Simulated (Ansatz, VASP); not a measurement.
**AlAs: VASP beside Ansatz**

INCAR

```
SYSTEM = AlAs
ALGO = Normal
EDIFF = 1E-7
EDIFFG = -0.002
ENCUT = 500
GGA = PE
GGA_COMPAT = .FALSE.
IBRION = 2
ISIF = 3
ISMEAR = 0
LASPH = .TRUE.
LCHARG = .FALSE.
LREAL = .FALSE.
LWAVE = .FALSE.
NELM = 120
NELMIN = 4
NSW = 100
PREC = Accurate
SIGMA = 0.02
```

The input KPOINTS:

```
k-points
0
G
  8 8 8
  0 0 0
```

Contents of POSCAR:

```
AlAs
1.0
    0.0000000000      2.8305000000      2.8305000000
    2.8305000000      0.0000000000      2.8305000000
    2.8305000000      2.8305000000      0.0000000000
Al As
1 1
Direct
    0.0000000000      0.0000000000      0.0000000000
    0.2500000000      0.2500000000      0.2500000000
```

Input for Ansatz:

```yaml
crystal:
  lattice:
    - [0.0, 2.8305, 2.8305]
    - [2.8305, 0.0, 2.8305]
    - [2.8305, 2.8305, 0.0]
  atoms:
    - { symbol: Al, position: [0.0, 0.0, 0.0] }
    - { symbol: As, position: [0.25, 0.25, 0.25] }
basis:
  ecutwfc: 420
kpoints:
  mp_grid: { grid: [8, 8, 8] }
hamiltonian:
  xc: pbe
  pseudopotentials: { kind: paw, azcp: { folder: soft_1 } }
scf:
  occupations: { method: gaussian, width: 0.02 }
output:
  forces: true
  stress: true
  eigenvalues: true
relax:
  adjacent_minimum: "off"
  f_tol: 0.002
  max_steps: 80
  cell: { stress_tol: 0.02 }
```

Alike in both runs: task relaxation of cell and atoms; functional PBE; k mesh 8 × 8 × 8; occupations gaussian, width 0.02 eV; no spin polarisation.

```csv
,VASP,Ansatz
version,VASP 6.6.1,Ansatz 0.2.0
potentials or method,"VASP PAW PBE potentials, release 64 (Al, As), cutoff 500 eV","scalar-relativistic, plane waves, PAW"
valence electrons in the cell,8,18
```

```tsv
	VASP	Ansatz	Ansatz less VASP
gap on the k mesh at the Fermi level, each at its own relaxed structure (eV)	1.50	1.50	+0.006
relaxed volume (Å³/atom)	23.55	23.49	-0.055
relaxed cell length with the largest relative difference (Å)	4.054	4.050	-0.0032
```

VASP's potentials hold 8 valence electrons a cell and Ansatz's 18, so a difference there can come from the potentials and not from the codes.
